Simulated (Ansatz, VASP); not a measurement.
## Ta5W: VASP beside Ansatz

```
Ta W
1.0
     2.77275    0.00000    0.00000
     0.00000    2.77275    0.00000
     0.00000    0.00000   14.25444
Ta W
5 1
Cartesian
  0.0000 0.0000 11.8524
  1.3864 1.3864 0.0000
  0.0000 0.0000 2.4021
  1.3864 1.3864 4.7827
  1.3864 1.3864 9.4717
  0.0000 0.0000 7.1272
```

Alike in both runs: functional PBE; k mesh 6 × 6 × 2; occupations gaussian, width 0.1 eV; no spin polarisation.

Ansatz relaxed the structure, and its values are those at the end. VASP's run is a single point on that final structure, the one shown.

```csv
,VASP,Ansatz
version,VASP 6.6.1,Ansatz 0.2.0
potentials or method,"VASP PAW PBE potentials, release 64 (Ta_pv, W_sv), cutoff 520 eV","scalar-relativistic, plane waves, PAW"
valence electrons in the cell,69,79
```

```tsv
	VASP	Ansatz	Ansatz less VASP
gap on the k mesh at the Fermi level (eV)	none	none	-
pressure (GPa)	0.2	0.1	-0.12
rms of the force components (eV/Å)	0.008	0.007	-0.0006
```

A gap of «none» marks a metal or a gap that the smearing closes. With one functional, cell and mesh, what is left measures potentials, basis and numerics. VASP's potentials hold 69 valence electrons a cell and Ansatz's 79, so a difference there can come from the potentials and not from the codes.

The k mesh is coarse, so the values compare programs but aren't converged. Spin-orbit coupling is off throughout.
